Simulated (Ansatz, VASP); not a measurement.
NaF: VASP beside Ansatz

File INCAR:

```
SYSTEM = NaF
  PREC = Accurate
  ENCUT = 520
  EDIFF = 1E-7
  ISMEAR = 0
  SIGMA = 0.05
  LREAL = .False.
  LASPH = .True.
  NELM = 100
  ALGO = Normal
  ISIF = 2
  LWAVE = .False.
  LCHARG = .False.
  GGA = PE
  IVDW = 13
  NBANDS = 14
```

Contents of KPOINTS:

```
Automatic mesh
0
Gamma
  8 8 8
  0 0 0
```

The input POSCAR:

```
NaF
1.0
    0.0000000000      2.3546769319      2.3546769319
    2.3546769319      0.0000000000      2.3546769319
    2.3546769319      2.3546769319      0.0000000000
Na F
1 1
Direct
    0.0000000000      0.0000000000      0.0000000000
    0.5000000000      0.5000000000      0.5000000000
```

Input for Ansatz:

```yaml
crystal:
  lattice:
    - [0.0, 2.3546769319, 2.3546769319]
    - [2.3546769319, 0.0, 2.3546769319]
    - [2.3546769319, 2.3546769319, 0.0]
  atoms:
    - { symbol: Na, position: [0.0, 0.0, 0.0] }
    - { symbol: F, position: [0.5, 0.5, 0.5] }
basis:
  ecutwfc: 420
  ecutrho_ratio: 4
kpoints:
  mp_grid: { grid: [8, 8, 8] }
hamiltonian:
  xc: pbe
  dispersion: d4
scf:
  occupations: { method: gaussian, width: 0.05 }
output:
  forces: true
  stress: true
  eigenvalues: true
```

Alike in both runs: task single point; functional PBE; dispersion D4; k mesh 8 × 8 × 8; occupations gaussian, width 0.05 eV; no spin polarisation.

|  | VASP | Ansatz |
| --- | --- | --- |
| version | VASP 6.6.1 | Ansatz 0.2.0 |
| potentials or method | VASP PAW PBE potentials, release 64 (Na_pv, F), cutoff 520 eV | scalar-relativistic, plane waves, PAW |
| valence electrons in the cell | 14 | 16 |

|  | VASP | Ansatz | Ansatz less VASP |
| --- | --- | --- | --- |
| gap on the k mesh at the Fermi level (eV) | 6.05 | 6.06 | +0.015 |
| least direct gap on the mesh (eV) | 6.05 | 6.06 | +0.015 |
| pressure (GPa) | -1.0 | -0.9 | +0.14 |

VASP's potentials hold 14 valence electrons a cell and Ansatz's 16, so a difference there can come from the potentials and not from the codes.
